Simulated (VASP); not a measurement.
A run of VASP 6.6.1 is set up as follows.

The input POSCAR:

```
H10CO6
1.0
    5.2704420000      0.0000000000      0.0000000000
    0.0000000000      5.2704420000      0.0000000000
    0.0000000000      0.0000000000      5.2704420000
O H C
6 10 1
Direct
    0.1251697675      0.5081357503      0.1397605742
    0.4041596511      0.9988915541      0.9238314358
    0.9560867950      0.0867479426      0.6894298429
    0.6996566891      0.2245352477      0.2790847523
    0.5750371601      0.7351755318      0.3608236273
    0.4229816019      0.5128981592      0.7041724394
    0.1394569943      0.4993888558     -0.0345891293
    0.1904394356      0.3546571616      0.2386896583
    0.2857255615      1.0775377094      0.8065926918
    0.3472953502      0.8205383913      0.9122005327
    0.8580684504      0.0644537972      0.5369568624
    0.8205383913      0.0469979558      0.8091731206
    0.5954339313      0.1582030501      0.1282814610
    0.7967453204      0.3705761300      0.2044230825
    0.3977275530      0.7465597762      0.3104103982
    0.7997052240      0.5650949199      0.6207828490
    0.5921704479      0.6009173424      0.5679599548
```

INCAR.step1

```
ALGO = Normal ; EDIFF = 1E-4
ENCUT = 520 ; GGA = PE
ISMEAR = -1 ; LASPH = T
LCHARG = F ; LREAL = Auto
LWAVE = T ; NBANDS = 39
NELM = 100 ; PREC = Accurate
SIGMA = 0.05
```

The input INCAR.step2:

```
ALGO = Normal ; EDIFF = 1E-7
ENCUT = 520 ; ISIF = 2
ISMEAR = -1 ; ISTART = 1
LASPH = T ; LCHARG = F
LMIXTAU = T ; LREAL = Auto
LWAVE = F ; METAGGA = R2SCAN
NBANDS = 39 ; NELM = 100
PREC = Accurate ; SIGMA = 0.05
```

The input KPOINTS:

```
k-points
0
Gamma
  1 1 1
```

Potentials or basis: VASP PAW PBE potentials, release 64 (O, H, C).

Launch:

```console
$ cat potpaw_PBE.64/O/POTCAR potpaw_PBE.64/H/POTCAR potpaw_PBE.64/C/POTCAR > POTCAR
$ cp INCAR.step1 INCAR
$ mpirun -np 1 vasp_gam > vasp.out
$ cp INCAR.step2 INCAR
$ mpirun -np 1 vasp_gam > vasp.out
```

(1) Estimate the pressure.

(2) Predict the largest force.

Answers

(1) -1.3 GPa.

(2) 4.584 eV/Å.

Caveat: the k points lie up to 1.19 Å⁻¹ apart; the PAW data sets were made with another functional, which shifts forces and pressure a little.
